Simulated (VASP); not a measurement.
# Pt2C (P-4m2) in VASP: a series of runs

Runs on Pt2C. Level: PBE. Tasks: single point, relaxation of cell and atoms.

All numbers are computed with VASP 6.6.1; they aren't measurements. Logs are shortened: lines on timing, memory, paths and dates and some standing lists are left out, and cuts for length are marked.

### 1 The cell of the first run

The structure is tetragonal, space group P-4m2 (No. 115). The conventional cell has a = 2.858 Å, b = 2.858 Å, c = 4.992 Å, α = 90.00°, β = 90.00°, γ = 90.00°. Pt (site symmetry 2mm) has 2 C at 2.01 Å within 2.7 Å. Within 2.7 Å of C (site symmetry -4m2) lie 4 Pt at 2.01 Å.

The cell was generated, and may not be a known phase.

### 2 Single point, PBE

The input, INCAR:

```
PREC     = Accurate       # precision mode
ENCUT    = 520            # plane-wave cutoff, eV
EDIFF    = 1E-7           # SCF threshold, eV
ISMEAR   = 0              # smearing method
SIGMA    = 0.1            # smearing width, eV
LREAL    = F              # projectors in reciprocal space
LASPH    = T              # aspherical terms in the spheres
NELM     = 80             # most SCF steps
ALGO     = Normal         # electronic algorithm
ISIF     = 2              # what is computed and relaxed
LWAVE    = F              # write WAVECAR
LCHARG   = T              # write CHGCAR
GGA      = PE             # functional
LELF     = T              # ELF
LVHAR    = T            
NBANDS   = 19             # bands
```

The input, KPOINTS:

```
Automatic mesh
0
Gamma
  6 6 6
```

The input, POSCAR:

```
Pt2C
1.0
    2.8581979677      0.0000000000      0.0000000000
    0.0000000000      2.8581979677      0.0000000000
    0.0000000000      0.0000000000      4.9916003605
Pt C
2 1
Direct
    0.5000000000      0.0000000000      0.7158898658
    0.0000000000      0.5000000000      0.2841101342
    0.0000000000      0.0000000000      0.0000000000
```

Potentials or basis: VASP PAW PBE potentials, release 64 (Pt, C).

Command:

```sh
$ cat potpaw_PBE.64/Pt/POTCAR potpaw_PBE.64/C/POTCAR > POTCAR
$ mpirun -np 1 vasp_std > vasp.out
```

OUTCAR:

```text
PREC = Accurate
   ENCUT = 520
   EDIFF = 1E-7
   ISMEAR = 0
   LREAL = F
   LASPH = T
   NELM = 80
   ISIF = 2
   GGA = PE

 ion  position               nearest neighbor table
   1  0.500  0.000  0.716-   3 2.01   3 2.01   2 2.95   2 2.95   2 2.95   2 2.95   2 3.48   2 3.48
                             2 3.48   2 3.48
   2  0.000  0.500  0.284-   3 2.01   3 2.01   1 2.95   1 2.95   1 2.95   1 2.95   1 3.48   1 3.48
                             1 3.48   1 3.48
   3  0.000  0.000  0.000-   1 2.01   2 2.01   2 2.01   1 2.01

  LATTYP: Found a simple tetragonal cell.
 ALAT       =     2.8581979677
 C/A-ratio  =     1.7464151948

  Lattice vectors:

 A1 = (   2.8581979677,   0.0000000000,   0.0000000000)
 A2 = (   0.0000000000,   2.8581979677,   0.0000000000)
 A3 = (   0.0000000000,   0.0000000000,   4.9916003605)

Analysis of symmetry for initial positions (statically):
=====================================================================
 Subroutine PRICEL returns:
 Original cell was already a primitive cell.

 Routine SETGRP: Setting up the symmetry group for a
 simple tetragonal supercell.

 Subroutine GETGRP returns: Found  8 space group operations
 (whereof  8 operations were pure point group operations)
 out of a pool of 16 trial point group operations.

The static configuration has the point symmetry D_2d.

Analysis of symmetry for dynamics (positions and initial velocities):
=====================================================================
 Subroutine PRICEL returns:
 Original cell was already a primitive cell.

 Routine SETGRP: Setting up the symmetry group for a
 simple tetragonal supercell.

 Subroutine GETGRP returns: Found  8 space group operations
 (whereof  8 operations were pure point group operations)
 out of a pool of 16 trial point group operations.

The dynamic configuration has the point symmetry D_2d.

 Subroutine INISYM returns: Found  8 space group operations
 (whereof  8 operations are pure point group operations),
 and found     1 'primitive' translations

----------------------------------------------------------------------------------------

                                     Primitive cell

  volume of cell :      40.7779

  direct lattice vectors                    reciprocal lattice vectors
     2.858197968  0.000000000  0.000000000     0.349870797  0.000000000  0.000000000
     0.000000000  2.858197968  0.000000000     0.000000000  0.349870797  0.000000000
     0.000000000  0.000000000  4.991600360     0.000000000  0.000000000  0.200336551

  length of vectors
     2.858197968  2.858197968  4.991600360     0.349870797  0.349870797  0.200336551

  position of ions in fractional coordinates (direct lattice)
     0.500000000  0.000000000  0.715889866
     0.000000000  0.500000000  0.284110134
     0.000000000  0.000000000  0.000000000

  ion indices of the primitive-cell ions
   primitive index   ion index
                 1           1
                 2           2
                 3           3

----------------------------------------------------------------------------------------

 KPOINTS: Automatic mesh

Automatic generation of k-mesh.
 Grid dimensions read from file:
 generate k-points for:    6    6    6

 Generating k-lattice:

  Cartesian coordinates                     Fractional coordinates (reciprocal lattice)
     0.058311799  0.000000000  0.000000000     0.166666667  0.000000000  0.000000000
     0.000000000  0.058311799  0.000000000     0.000000000  0.166666667  0.000000000
     0.000000000  0.000000000  0.033389425     0.000000000  0.000000000  0.166666667

  Length of vectors
     0.058311799  0.058311799  0.033389425

  Shift w.r.t. Gamma in fractional coordinates (k-lattice)
     0.000000000  0.000000000  0.000000000

 Subroutine IBZKPT returns following result:
 ===========================================

 Found     40 irreducible k-points:

 Following reciprocal coordinates:
            Coordinates               Weight
  0.000000  0.000000  0.000000      1.000000
  0.166667  0.000000  0.000000      4.000000
  0.333333  0.000000  0.000000      4.000000
  0.500000  0.000000  0.000000      2.000000
  0.166667  0.166667  0.000000      4.000000
  0.333333  0.166667  0.000000      8.000000
[... 16 lines left out ...]
  0.333333  0.000000  0.333333      8.000000
  0.500000  0.000000  0.333333      4.000000
 [... further k-points ...]
   k-points           NKPTS =     40   k-points in BZ     NKDIM =     40   number of bands    NBANDS=     19
   number of dos      NEDOS =    301   number of ions     NIONS =      3
   total plane-waves  NPLWV =  23040
   dimension x,y,z NGX =    24 NGY =   24 NGZ =   40
   dimension x,y,z NGXF=    48 NGYF=   48 NGZF=   80
   ions per type =               2   1
   NGX,Y,Z   is equivalent  to a cutoff of  13.96, 13.96, 13.32 a.u.
   NGXF,Y,Z  is equivalent  to a cutoff of  27.92, 27.92, 26.64 a.u.
 SYSTEM =  unknown system
[... 27 lines left out ...]
   IMIX   =      4    mixing-type and parameters
     AMIX     =   0.40;   BMIX     =  1.00
     AMIX_MAG =   1.60;   BMIX_MAG =  1.00
  volume/ion in A,a.u.               =      13.59        91.73
  Fermi-wavevector in a.u.,A,eV,Ry     =   1.371946  2.592603 25.609383  1.882237
  Thomas-Fermi vector in A             =   2.497597
   LORBIT       =      0    0 simple, 1 ext, 2 COOP (PROOUT), +10 PAW based schemes
   GGA     = PE    functional components
   LHFCALC =     F    Hartree Fock is set to
   AEXX    =    0.0000 exact exchange contribution
   IVDW    =     0    specifies the selected vdW correction
   LEPSILON=     F    determine dielectric tensor
   LRPA    =     F    only Hartree local field effects (RPA)
 non-spin polarized calculation
 Gauss-broadening in eV      SIGMA  =   0.10
  energy-cutoff  :      520.00
  volume of cell :       40.78
 maximum number of plane-waves:      1116
 NGX is ok and might be reduce to    24
   NGX = 11   NGY = 11   NGZ = 19

 number of electron      24.0000003 magnetization

 Free energy of the ion-electron system (eV)
  ---------------------------------------------------
  ext. energy  EPLUGINS =         0.00000000
  ---------------------------------------------------
  free energy    TOTEN  =       -20.04765590 eV

  energy without entropy =      -20.04170005  energy(sigma->0) =      -20.04467798

 E-fermi :   9.2801     XC(G=0): -12.6499

 val. band max:        9.2792388674   @ k =   0.5000   0.3333   0.5000
 cond. band min:       9.3385036099   @ k =   0.3333   0.0000   0.1667
 fundamental gap:      0.0592647426
 Fermi energy:         9.2801468371

 k-point     1 :       0.0000    0.0000    0.0000
  band No.  band energies     occupation
      1      -4.2958      2.00000
      2       1.3471      2.00000
      3       3.0378      2.00000
      4       4.1169      2.00000
      5       4.2000      2.00000
      6       4.2000      2.00000
[... 11 lines left out ...]
     18      23.8746      0.00000
     19      24.5922      0.00000

 k-point     2 :       0.1667    0.0000    0.0000
  band No.  band energies     occupation
      1      -3.9440      2.00000
      2       1.6209      2.00000
      3       3.0364      2.00000
      4       3.9999      2.00000
      5       4.2122      2.00000
      6       4.3574      2.00000
[... 11 lines left out ...]
     18      21.2805      0.00000
     19      23.4639      0.00000

 k-point     3 :       0.3333    0.0000    0.0000
  band No.  band energies     occupation
      1      -3.1747      2.00000
      2       1.5902      2.00000
      3       3.0014      2.00000
      4       3.7723      2.00000
      5       4.7140      2.00000
      6       4.8490      2.00000
[... 11 lines left out ...]
     18      20.4084      0.00000
     19      20.7669      0.00000

 k-point     4 :       0.5000    0.0000    0.0000
  band No.  band energies     occupation
      1      -2.7466      2.00000
      2       1.6739      2.00000
      3       2.3850      2.00000
      4       3.9502      2.00000
      5       4.9196      2.00000
      6       4.9201      2.00000
[... 407 lines left out ...]
     18      21.1271      0.00000
     19      22.9022      0.00000

 k-point    23 :       0.3333    0.0000    0.3333
  band No.  band energies     occupation
      1      -3.1584      2.00000
      2       1.8091      2.00000
      3       2.4806      2.00000
      4       4.1217      2.00000
      5       4.5213      2.00000
      6       4.9427      2.00000
[... 11 lines left out ...]
     18      20.2563      0.00000
     19      21.6346      0.00000

 k-point    24 :       0.5000    0.0000    0.3333
  band No.  band energies     occupation
      1      -2.8851      2.00000
      2       2.0046      2.00000
      3       2.2352      2.00000
      4       4.3042      2.00000
      5       4.4854      2.00000
      6       5.2311      2.00000
[... 11 lines left out ...]
     18      18.6827      0.00000
     19      21.3812      0.00000

 [... further k-points ...]

------------------------ aborting loop because EDIFF is reached ----------------------------------------

  FORCE on cell =-STRESS in cart. coord.  units (eV):
  Direction    XX          YY          ZZ          XY          YZ          ZX
  --------------------------------------------------------------------------------------
  -------------------------------------------------------------------------------------
  Total       -0.0054698     -0.0054698      0.1069259      0.0000000      0.0000000      0.0000000
  in kB       -0.2149105     -0.2149105      4.2011589      0.0000000      0.0000000      0.0000000
  external PRESSURE =       1.2571127 kB  Pullay stress =       0.0000000 kB

 VOLUME and BASIS-vectors are now :
 -----------------------------------------------------------------------------
  energy-cutoff  :      520.00
  volume of cell :       40.78
      direct lattice vectors                 reciprocal lattice vectors
     2.858197968  0.000000000  0.000000000     0.349870797  0.000000000  0.000000000
     0.000000000  2.858197968  0.000000000     0.000000000  0.349870797  0.000000000
     0.000000000  0.000000000  4.991600360     0.000000000  0.000000000  0.200336551

 POSITION                                       TOTAL-FORCE (eV/Angst)
 -----------------------------------------------------------------------------------
      1.42910      0.00000      3.57344        -0.000000      0.000000     -0.052361
      0.00000      1.42910      1.41816         0.000000     -0.000000      0.052361
      0.00000      0.00000      0.00000         0.000000     -0.000000      0.000000
 -----------------------------------------------------------------------------------
    total drift:                                0.000000      0.000000     -0.000000

  FREE ENERGIE OF THE ION-ELECTRON SYSTEM (eV)
  ---------------------------------------------------
  free  energy   TOTEN  =       -20.0476559009 eV

  energy  without entropy=      -20.0417000535  energy(sigma->0) =      -20.04467798
```

Wall time 52 s (1 thread of Oxide Virtual Turin-like, shared host); peak memory 0.14 GiB.

Results:

```yaml
Free_energy: -20.0477 eV
Pressure: 0.1 GPa
Largest_force: 0.052 eV/Å
Band_gap_on_the_k_mesh: zero (bands 12 and 13 overlap by 2.59 eV)
```

Forces on the atoms (eV/Å):
```
Pt   0.000  0.000 -0.052
Pt   0.000  0.000  0.052
C    0.000  0.000  0.000
```

Stress tensor (GPa, compression positive):
```
-0.02  0.00  0.00
 0.00 -0.02  0.00
 0.00  0.00  0.42
```

Caveat: the k points lie up to 0.37 Å⁻¹ apart, too coarse for converged energies and pressures of a metal; spin-orbit coupling is left out, which moves the levels of the heavy elements.

### 3 Single point, PBE

This run uses another cell than the first one, of 14.10 Å³/atom.

The input, INCAR:

```
PREC = Accurate
ENCUT = 520
EDIFF = 1E-6
ISMEAR = 0
SIGMA = 0.1
LREAL = False
LASPH = True
NELM = 60
ALGO = Normal
ISIF = 2
LWAVE = False
LCHARG = True
GGA = PE
LELF = True
LVHAR = True
NBANDS = 19
```

The input, KPOINTS:

```
regular mesh
0
Gamma
  6 6 6
```

The input, POSCAR:

```
Pt2C
1.0
    3.4715637500      0.0000000000      0.0000000000
    0.0000000000      3.4715637500      0.0000000000
    0.0000000000      0.0000000000      3.5103472800
Pt C
2 1
Direct
    0.5000000000      0.0000000000      0.7413226400
    0.0000000000      0.5000000000      0.2586773600
    0.0000000000      0.0000000000      0.0000000000
```

Potentials or basis: VASP PAW PBE potentials, release 64 (Pt, C).

Command:

```sh
$ cat potpaw_PBE.64/Pt/POTCAR potpaw_PBE.64/C/POTCAR > POTCAR
$ mpirun -np 1 vasp_std > vasp.out
```

Wall time 40 s (1 thread of Oxide Virtual Turin-like, shared host); peak memory 0.13 GiB.

It converged, with:

- Free energy: -19.2721 eV
- Pressure: 4.5 GPa
- Largest force: 1.645 eV/Å
- Band gap on the k mesh: zero (bands 12 and 13 overlap by 1.21 eV)

Forces in eV/Å, atoms in the order of the input:
```
Pt   0.000  0.000 -1.645
Pt   0.000  0.000  1.645
C    0.000  0.000  0.000
```

Stress tensor (GPa, compression positive):
```
 0.47  0.00  0.00
 0.00  0.47  0.00
 0.00  0.00 12.66
```

Levels at points of the mesh, in eV from the Fermi level:
```tsv
k point	band 8	band 9	band 10	band 11	band 12	band 13	band 14	band 15	band 16	band 17
(0.00, 0.00, 0.00)	-2.37	-1.90	-1.90	-1.64	0.64	0.64	0.82	3.06	9.08	9.63
(0.50, 0.00, 0.00)	-3.71	-3.69	-3.16	-2.58	-1.69	0.72	3.73	5.58	5.84	11.04
(0.50, 0.50, 0.00)	-3.07	-2.23	-2.23	-0.86	-0.57	-0.41	0.76	0.76	6.43	6.43
(0.00, 0.00, 0.50)	-3.24	-3.08	-3.05	-2.43	-1.68	3.78	3.78	6.97	7.03	9.58
(0.50, 0.00, 0.50)	-2.53	-2.03	-1.83	-1.47	-1.07	0.69	1.22	3.08	6.24	7.51
(0.50, 0.50, 0.50)	-3.97	-2.49	-2.17	-2.17	-0.57	-0.57	0.53	5.01	5.01	6.12
```

Caveat: the stress differs along the axes, from 0 to 13 GPa; spin-orbit coupling is left out, which moves the levels of the heavy elements; forces of over 1 eV/Å act on the atoms, so gaps and moduli don't describe the material at rest.

### 4 Relaxation of cell and atoms, PBE

This run uses another cell than the first one, of 14.10 Å³/atom.

The input, INCAR:

```
SYSTEM = Pt2C
  PREC = Accurate
  ENCUT = 600
  EDIFF = 1E-6
  ISMEAR = 0
  SIGMA = 0.1
  LREAL = .FALSE.
  LASPH = .TRUE.
  NELM = 60
  ALGO = Fast
  ISIF = 3
  LWAVE = .FALSE.
  LCHARG = .FALSE.
  GGA = PE
  IBRION = 2
  NSW = 90
  EDIFFG = -0.04
```

The input, KPOINTS:

```
regular mesh
0
G
  6 6 6
  0 0 0
```

POSCAR is that of step 3.

Command:

```sh
$ cat potpaw_PBE.64/Pt/POTCAR potpaw_PBE.64/C/POTCAR > POTCAR
$ mpirun -np 1 vasp_std > vasp.out
```

Run time: 8.7 min. Hardware: 1 thread of Oxide Virtual Turin-like, shared host; peak memory 0.16 GiB.

Results (log left out):

- Free energy: -20.0197 eV
- Relaxed volume: 13.56 Å³/atom
- Relaxed cell: a = 2.862 Å, b = 2.862 Å, c = 4.967 Å, α = 90.00°, β = 90.00°, γ = 90.00°
- Space group after relaxing (to 0.1 Å): P-4m2 (No. 115)
- Energy gained by relaxing: 249.0 meV/atom
- Ionic steps: 27
- Pressure after relaxing: 0.0 GPa
- Largest force after relaxing: 0.014 eV/Å
- Band gap on the k mesh: zero (bands 12 and 13 overlap by 2.58 eV)

Forces on the atoms (eV/Å):
```
Pt   0.000  0.000  0.014
Pt   0.000  0.000 -0.014
C    0.000  0.000  0.000
```

Stress tensor (GPa, compression positive):
```
 0.15  0.00  0.00
 0.00  0.15  0.00
 0.00  0.00 -0.19
```

Step by step:
| step | energy change (eV) | largest force (eV/Å) | pressure (GPa) | volume (Å³) |
| --- | --- | --- | --- | --- |
| 1 | 0.0000 | 1.6431 | 4.53 | 42.31 |
| 2 | -0.1788 | 0.2231 | -10.39 | 44.76 |
| 3 | -0.1864 | 0.0675 | -8.37 | 44.35 |
| 4 | -0.3283 | 0.6187 | -2.40 | 42.74 |
| 5 | -0.3352 | 0.7840 | -0.64 | 42.35 |
| 6 | -0.3802 | 0.4008 | 1.92 | 42.07 |
| 7 | -0.4010 | 0.0964 | 5.30 | 41.74 |
| 8 | -0.4282 | 0.1456 | 2.65 | 42.36 |
| 9 | -0.4537 | 0.2448 | -2.42 | 43.69 |
| 10 | -0.4746 | 0.3087 | -2.21 | 43.73 |
| 11 | -0.5052 | 0.5143 | -1.54 | 43.76 |
| 12 | -0.5235 | 1.0895 | 0.17 | 43.57 |
| 13 | -0.5603 | 0.9629 | -1.78 | 43.64 |
| 14 | -0.6071 | 0.6598 | -5.39 | 43.70 |
| 15 | -0.6036 | 0.0911 | -12.25 | 43.60 |
| 16 | -0.6225 | 0.4801 | -7.43 | 43.70 |
| 17 | -0.6604 | 0.4467 | -6.91 | 43.07 |
| 18 | -0.7024 | 0.1317 | -4.37 | 41.09 |
| 19 | -0.7026 | 0.1707 | -4.84 | 41.36 |
| 20 | -0.7197 | 0.3481 | -1.21 | 40.88 |
| 21 | -0.7237 | 0.4752 | 1.43 | 40.53 |
| 22 | -0.7325 | 0.3569 | 1.36 | 40.52 |
| 23 | -0.7448 | 0.1311 | 1.34 | 40.49 |
| 24 | -0.7291 | 0.3324 | 1.82 | 40.40 |
| 25 | -0.7462 | 0.0550 | 1.41 | 40.47 |
| 26 | -0.7468 | 0.0521 | -0.73 | 40.80 |
| 27 | -0.7471 | 0.0137 | 0.04 | 40.68 |

Final structure:
```cif
data_structure
_symmetry_space_group_name_H-M 'P 1'
_symmetry_Int_Tables_number 1
_cell_length_a 2.8617
_cell_length_b 2.8617
_cell_length_c 4.9675
_cell_angle_alpha 90.000
_cell_angle_beta 90.000
_cell_angle_gamma 90.000
_cell_volume 40.68
loop_
_atom_site_label
_atom_site_type_symbol
_atom_site_fract_x
_atom_site_fract_y
_atom_site_fract_z
_atom_site_occupancy
Pt1 Pt 0.50000 0.00000 0.71483 1
Pt2 Pt 0.00000 0.50000 0.28517 1
C1 C 0.00000 0.00000 0.00000 1
```

Levels at points of the mesh, in eV from the Fermi level:
| k point | band 9 | band 10 | band 11 | band 12 | band 13 | band 14 | band 15 | band 16 |
| --- | --- | --- | --- | --- | --- | --- | --- | --- |
| (0.00, 0.00, 0.00) | -1.60 | -1.45 | -1.45 | -1.13 | -0.98 | 2.79 | 2.79 | 8.63 |
| (0.50, 0.00, 0.00) | -2.86 | -1.71 | -0.82 | -0.08 | 0.55 | 3.04 | 4.48 | 5.42 |
| (0.50, 0.50, 0.00) | -1.68 | -0.60 | -0.60 | 0.86 | 0.86 | 2.11 | 3.22 | 7.11 |
| (0.00, 0.00, 0.50) | -2.62 | -2.62 | -1.50 | -1.09 | 1.19 | 4.29 | 4.29 | 6.80 |
| (0.50, 0.00, 0.50) | -2.48 | -2.08 | -1.52 | -1.35 | 1.05 | 1.26 | 3.71 | 6.79 |
| (0.50, 0.50, 0.50) | -1.19 | -0.46 | -0.46 | 1.60 | 1.60 | 1.76 | 4.92 | 6.61 |

Caveat: a cell axis changed by over 15 % at a fixed basis, so the end point is rough; spin-orbit coupling is left out, which moves the levels of the heavy elements.

### 5 Overview

| task | cell | cutoff (eV) | gap on the mesh (eV) | pressure (GPa) | largest force (eV/Å) |
| --- | --- | --- | --- | --- | --- |
| single point | a = 2.858, b = 2.858, c = 4.992 Å, 3 atoms, atomic positions A | 520 | none | 0.1 | 0.05 |
| single point | a = 3.472, b = 3.472, c = 3.510 Å, 3 atoms, atomic positions B | 520 | none | 4.5 | 1.64 |
| relaxation of cell and atoms | relaxed from a = 3.472, b = 3.472, c = 3.510 Å, 3 atoms, atomic positions B | 600 | none | 0.0 | 0.01 |

Alike in all rows: level PBE; potentials or basis VASP PAW PBE potentials, release 64 (Pt, C); no spin polarisation; k mesh 6 × 6 × 6; smearing gaussian 0.1 eV.

Caveats: some runs use coarse meshes; spin-orbit coupling is left out, which moves the levels of the heavy elements; the stress differs along the axes, from 0 to 13 GPa (at least some runs); forces of over 1 eV/Å act on the atoms, so gaps and moduli don't describe the material at rest (at least some runs); a cell axis changed by over 15 % at a fixed basis, so the end point is rough (at least some runs).

Absolute energies hang on the potentials; compare differences alone.

The gap in the log of VASP goes by the Fermi energy; the results here count the filled bands.